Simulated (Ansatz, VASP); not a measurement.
Two plane-wave programs on InPd

The input INCAR:

```
SYSTEM = InPd
ALGO = Fast ; EDIFF = 1E-7
ENCUT = 520 ; GGA = PS
ISIF = 2 ; ISMEAR = 0
LASPH = .True. ; LCHARG = .False.
LREAL = .False. ; LWAVE = .False.
NBANDS = 18 ; NELM = 80
PREC = Accurate ; SIGMA = 0.15
```

The input KPOINTS:

```
k-points
0
Gamma
  14 14 14
  0 0 0
```

The input POSCAR:

```
InPd
1.0
    3.3602606235      0.0000000000      0.0000000000
    0.0000000000      3.3602606235      0.0000000000
    0.0000000000      0.0000000000      3.0193646182
In Pd
1 1
Direct
    0.0000000000      0.0000000000      0.0000000000
    0.5000000000      0.5000000000      0.5000000000
```

Input for Ansatz:

```yaml
crystal:
  lattice:
    - [3.3602606235, 0.0, 0.0]
    - [0.0, 3.3602606235, 0.0]
    - [0.0, 0.0, 3.0193646182]
  atoms:
    - { symbol: In, position: [0.0, 0.0, 0.0] }
    - { symbol: Pd, position: [0.5, 0.5, 0.5] }
basis:
  ecutwfc: 420
kpoints:
  mp_grid: { grid: [14, 14, 14] }
hamiltonian:
  xc: pbesol
scf:
  occupations: { method: gaussian, width: 0.15 }
output:
  forces: true
  stress: true
  eigenvalues: true
```

Change from the starting cell: mode 4 frozen in at +0.000 Å, strain +e along z and -e/2 along x and y -0.0700.

Alike in both runs: task single point; functional PBEsol; k mesh 14 × 14 × 14; occupations gaussian, width 0.15 eV; no spin polarisation.

```csv
,VASP,Ansatz
version,VASP 6.6.1,Ansatz 0.2.0
potentials or method,"VASP PAW PBE potentials, release 64 (In_d, Pd), cutoff 520 eV","scalar-relativistic, plane waves, PAW"
valence electrons in the cell,23,31
```

Ansatz gave:

```
gap on the k mesh at the Fermi level (eV)                     : none
pressure (GPa)                                                : 0.9
traceless stress, the component that is largest in VASP (GPa) : 3.14
```

Problem. What did VASP give for the same quantities?

Solution. gap on the k mesh at the Fermi level (eV): none; pressure (GPa): 1.0; traceless stress, the component that is largest in VASP (GPa): 3.14.

VASP's potentials were made for PBE, not for PBEsol. A gap of «none» marks a metal or a gap that the smearing closes. With one functional, cell and mesh, what is left measures potentials, basis and numerics. VASP's potentials hold 23 valence electrons a cell and Ansatz's 31, so a difference there can come from the potentials and not from the codes.
